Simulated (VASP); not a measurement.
# W4S9 (a cell with a defect) in VASP: a series of runs

The runs below take W4S9 (a cell with a defect) through single point, with PBE.

All numbers are computed with VASP 6.6.1; they aren't measurements. Logs are shortened: lines on timing, memory, paths and dates and some standing lists are left out, and cuts for length are marked.

## 1. The cell of the first run

The cell holds a defect, 13 atoms: a = 6.375 Å, b = 6.375 Å, c = 8.332 Å, α = 67.50°, β = 67.50°, γ = 60.00°.

## 2. Single point, PBE

File INCAR:

```
ALGO = Normal ; EDIFF = 1E-6
ENCUT = 520 ; GGA = PE
ISIF = 2 ; ISMEAR = 0
LASPH = T ; LCHARG = F
LREAL = F ; LWAVE = F
NBANDS = 67 ; NELM = 60
PREC = Accurate ; SIGMA = 0.02
```

File KPOINTS:

```
k-points
0
Gamma
  3 3 3
```

File POSCAR:

```
W4S9
1.0
    3.1877474230      5.5213404984      0.0000000000
    6.3754948460      0.0000000000      0.0000000000
    3.1877474230      1.8404468328     -7.4744429926
W S
4 9
Direct
    0.0002660785      0.0068517103      1.0008856857
    0.0003048709      0.5041709223      1.0007769151
    0.4990684993      0.0050200442      1.0030074492
    0.4923820413      0.5082810800      1.0031064532
    0.4017262696      0.4079475671      0.7914922899
    0.4018729258      0.9109731538      0.7915451367
    0.8918764514      0.4150347555      0.7900915166
    0.9029423615      0.9082902072      0.7926802045
    0.2604062093      0.2670817602      0.2130420958
    0.2602825311      0.7716172537      0.2131088566
    0.7599260020      0.2709437093      0.2102499145
    0.7724398703      0.7630940501      0.2134038619
    0.8365943451      0.5870199242      0.5016432668
```

Potentials or basis: VASP PAW PBE potentials, release 64 (W_sv, S).

Command:

```
> cat potpaw_PBE.64/W_sv/POTCAR potpaw_PBE.64/S/POTCAR > POTCAR
> mpirun -np 1 vasp_std > vasp.out
```

OUTCAR:

```text
EDIFF = 1E-6
   ENCUT = 520
   GGA = PE
   ISIF = 2
   ISMEAR = 0
   LASPH = T
   LREAL = F
   NELM = 60
   PREC = Accurate

 ion  position               nearest neighbor table
   1  0.000  0.007  0.001-   6 2.41   8 2.42  12 2.42  11 2.42  10 2.42   7 2.44   4 3.16   2 3.17
                             3 3.18   3 3.19   2 3.21   4 3.22
   2  0.000  0.504  0.001-   5 2.41   8 2.42  12 2.42  11 2.42   9 2.42   7 2.44   4 3.16   1 3.17
                             3 3.18   3 3.19   1 3.21   4 3.22
   3  0.499  0.005  0.003-   9 2.41  10 2.41   6 2.42   8 2.42   5 2.42  12 2.46   1 3.18   2 3.18
                             4 3.19   4 3.19   2 3.19   1 3.19
   4  0.492  0.508  0.003-   7 2.41   9 2.42  11 2.42  10 2.42   5 2.42   6 2.42   2 3.16   1 3.16
                             3 3.19   3 3.19   1 3.22   2 3.22
   5  0.402  0.408  0.791-   2 2.41   4 2.42   3 2.42
   6  0.402  0.911  0.792-   1 2.41   3 2.42   4 2.42
   7  0.892  0.415  0.790-  13 2.31   4 2.41   2 2.44   1 2.44
   8  0.903  0.908  0.793-   2 2.42   1 2.42   3 2.42
   9  0.260  0.267  0.213-   3 2.41   4 2.42   2 2.42
  10  0.260  0.772  0.213-   3 2.41   1 2.42   4 2.42
  11  0.760  0.271  0.210-   1 2.42   4 2.42   2 2.42
  12  0.772  0.763  0.213-  13 2.33   1 2.42   2 2.42   3 2.46
  13  0.837  0.587  0.502-   7 2.31  12 2.33

  LATTYP: Found a trigonal (rhomboedric) cell.
 ALAT       =     8.3316430689
 COS(alpha) =     0.7072233146

  Lattice vectors:

 A1 = (   0.0000000000,  -3.6808936656,  -7.4744429926)
 A2 = (  -3.1877474230,   1.8404468328,  -7.4744429926)
 A3 = (   3.1877474230,   1.8404468328,  -7.4744429926)

Analysis of symmetry for initial positions (statically):
=====================================================================
 Subroutine PRICEL returns:
 Original cell was already a primitive cell.

 Routine SETGRP: Setting up the symmetry group for a
 trigonal (rhombohedral) supercell.

 Subroutine GETGRP returns: Found  1 space group operations
 (whereof  1 operations were pure point group operations)
 out of a pool of 12 trial point group operations.

The static configuration has the point symmetry C_1 .

Analysis of symmetry for dynamics (positions and initial velocities):
=====================================================================
 Subroutine PRICEL returns:
[... 130 lines left out ...]
   PSTRESS=    0.0 pullay stress
   NELECT =     110.0000    total number of electrons
   NUPDOWN=      -1.0000    fix difference up-down
   EMIN   =  10.00;   EMAX   =-10.00  energy-range for DOS
   EFERMI =   0.00;   METHOD = LEGACY
   ISMEAR =     0;   SIGMA  =   0.02  broadening in eV -4-tet -1-fermi 0-gaus
   EFERMI_NEDOS =   21; number of points for ismear=-14 and -15
   IALGO  =     38    algorithm
   IMIX   =      4    mixing-type and parameters
     AMIX     =   0.40;   BMIX     =  1.00
     AMIX_MAG =   1.60;   BMIX_MAG =  1.00
  volume/ion in A,a.u.               =      20.24       136.58
  Fermi-wavevector in a.u.,A,eV,Ry     =   1.224127  2.313265 20.388167  1.498488
  Thomas-Fermi vector in A             =   2.359213
   LORBIT       =      0    0 simple, 1 ext, 2 COOP (PROOUT), +10 PAW based schemes
   GGA     = PE    functional components
   LHFCALC =     F    Hartree Fock is set to
   AEXX    =    0.0000 exact exchange contribution
   IVDW    =     0    specifies the selected vdW correction
   LEPSILON=     F    determine dielectric tensor
   LRPA    =     F    only Hartree local field effects (RPA)
 non-spin polarized calculation
 Gauss-broadening in eV      SIGMA  =   0.02
  energy-cutoff  :      520.00
  volume of cell :      263.11
 maximum number of plane-waves:      7114
   NGX = 23   NGY = 23   NGZ = 31

 number of electron     110.0000002 magnetization

 Free energy of the ion-electron system (eV)
  ---------------------------------------------------
  ext. energy  EPLUGINS =         0.00000000
  ---------------------------------------------------
  free energy    TOTEN  =       -96.92837702 eV

  energy without entropy =      -96.92837702  energy(sigma->0) =      -96.92837702

 E-fermi :   5.6337     XC(G=0):  -9.9656

 val. band max:        5.3975632896   @ k =  -0.3333   0.3333  -0.3333
 cond. band min:       6.3823946745   @ k =  -0.3333   0.3333  -0.3333
 fundamental gap:      0.9848313848
 Fermi energy:         5.6336949556

 k-point     1 :       0.0000    0.0000    0.0000
  band No.  band energies     occupation
      1     -68.9735      2.00000
      2     -68.9627      2.00000
      3     -68.9450      2.00000
      4     -68.9391      2.00000
      5     -33.4012      2.00000
      6     -33.3831      2.00000
[... 969 lines left out ...]
     66       8.5986      0.00000
     67       8.7241      0.00000

------------------------ aborting loop because EDIFF is reached ----------------------------------------

  FORCE on cell =-STRESS in cart. coord.  units (eV):
  Direction    XX          YY          ZZ          XY          YZ          ZX
  --------------------------------------------------------------------------------------
  -------------------------------------------------------------------------------------
  Total        0.7332444      0.3959970     -0.2479551      0.0009458      3.6521409     -0.0163882
  in kB        4.4650061      2.4113773     -1.5098934      0.0057594     22.2392862     -0.0997939
  external PRESSURE =       1.7888300 kB  Pullay stress =       0.0000000 kB

 VOLUME and BASIS-vectors are now :
 -----------------------------------------------------------------------------
  energy-cutoff  :      520.00
  volume of cell :      263.11
      direct lattice vectors                 reciprocal lattice vectors
     3.187747423  5.521340498  0.000000000     0.000000000  0.181115438  0.044596411
     6.375494846  0.000000000  0.000000000     0.156850570 -0.090557719  0.044596411
     3.187747423  1.840446833 -7.474442993     0.000000000  0.000000000 -0.133789234

 POSITION                                       TOTAL-FORCE (eV/Angst)
 -----------------------------------------------------------------------------------
      0.04735      0.00310     -0.00662        -0.001167     -0.000747      0.006705
      3.21779      0.00311     -0.00581        -0.005339     -0.005686     -0.013864
      1.63250      2.76106     -0.02248         0.003608     -0.008012      0.003093
      4.82004      2.72433     -0.02322         0.007995     -0.006276     -0.005187
      6.40455      3.67477     -5.91596        -0.000855      0.008000     -0.007034
      9.61222      3.67567     -5.91636        -0.008459     -0.004747     -0.007437
      8.00774      6.37848     -5.90549         0.002897      0.008450     -0.008310
     11.19602      6.44434     -5.92484         0.000043     -0.006177      0.021937
      3.21201      1.82988     -1.59237        -0.001781     -0.003162     -0.008626
      6.42849      1.82932     -1.59287        -0.000256      0.007018     -0.004051
      4.82008      4.58276     -1.57150         0.004643      0.001929     -0.004446
      8.00772      4.65766     -1.59508         0.001927     -0.002493      0.015350
      8.00851      5.54237     -3.74950        -0.003256      0.011902      0.011870
 -----------------------------------------------------------------------------------
    total drift:                                0.000239     -0.000195      0.000533

  FREE ENERGIE OF THE ION-ELECTRON SYSTEM (eV)
  ---------------------------------------------------
  free  energy   TOTEN  =       -96.9283770180 eV

  energy  without entropy=      -96.9283770180  energy(sigma->0) =      -96.92837702
```

OSZICAR:

```text
N       E                     dE             d eps       ncg     rms          rms(c)
DAV:   1     0.114723945188E+04    0.11472E+04   -0.57021E+04  2052   0.160E+03
DAV:   2    -0.121042439937E+02   -0.11593E+04   -0.11237E+04  2226   0.438E+02
DAV:   3    -0.993522623449E+02   -0.87248E+02   -0.85598E+02  2242   0.114E+02
DAV:   4    -0.102591631894E+03   -0.32394E+01   -0.32151E+01  2384   0.216E+01
DAV:   5    -0.102695800710E+03   -0.10417E+00   -0.10395E+00  2496   0.395E+00    0.526E+01
DAV:   6    -0.977059240822E+02    0.49899E+01   -0.27852E+01  2372   0.222E+01    0.247E+01
DAV:   7    -0.971555948146E+02    0.55033E+00   -0.72752E+00  2281   0.992E+00    0.104E+01
DAV:   8    -0.969329768803E+02    0.22262E+00   -0.10107E+00  2370   0.470E+00    0.265E+00
DAV:   9    -0.969319836390E+02    0.99324E-03   -0.15296E-01  2674   0.182E+00    0.133E+00
DAV:  10    -0.969290501382E+02    0.29335E-02   -0.30089E-02  2279   0.116E+00    0.665E-01
DAV:  11    -0.969285276020E+02    0.52254E-03   -0.15650E-02  2424   0.696E-01    0.214E-01
DAV:  12    -0.969282524654E+02    0.27514E-03   -0.26513E-03  2429   0.236E-01    0.889E-02
DAV:  13    -0.969283036575E+02   -0.51192E-04   -0.21043E-04  2240   0.646E-02    0.576E-02
DAV:  14    -0.969283647752E+02   -0.61118E-04   -0.67273E-05  2264   0.455E-02    0.243E-02
DAV:  15    -0.969283754227E+02   -0.10647E-04   -0.25030E-05  2472   0.345E-02    0.146E-02
DAV:  16    -0.969283765981E+02   -0.11754E-05   -0.35518E-06  1880   0.122E-02    0.852E-03
DAV:  17    -0.969283770180E+02   -0.41992E-06   -0.10684E-06  1360   0.556E-03
   1 F= -.96928377E+02 E0= -.96928377E+02  d E =-.241804E-63
```

Wall time 9.3 min (1 thread of Oxide Virtual Turin-like, shared host); peak memory 0.42 GiB.

Results:

* Free energy: -96.9284 eV
* Pressure: 0.2 GPa
* Largest force: 0.023 eV/Å
* Band gap on the k mesh: 0.98 eV

Forces in eV/Å, atoms in the order of the input:
```
W   -0.001 -0.001  0.007
W   -0.005 -0.006 -0.014
W    0.004 -0.008  0.003
W    0.008 -0.006 -0.005
S   -0.001  0.008 -0.007
S   -0.008 -0.005 -0.007
S    0.003  0.008 -0.008
S    0.000 -0.006  0.022
S   -0.002 -0.003 -0.009
S    0.000  0.007 -0.004
S    0.005  0.002 -0.004
S    0.002 -0.002  0.015
S   -0.003  0.012  0.012
```

Levels at points of the mesh, in eV from the valence-band top:
```tsv
k point	band 53	band 54	band 55	band 56	band 57	band 58
(0.00, 0.00, 0.00)	-0.28	-0.28	-0.17	1.89	2.40	2.41
```

Caveat: spin-orbit coupling is left out, which moves the levels of the heavy elements.

(Continued in part 2 of 2.)
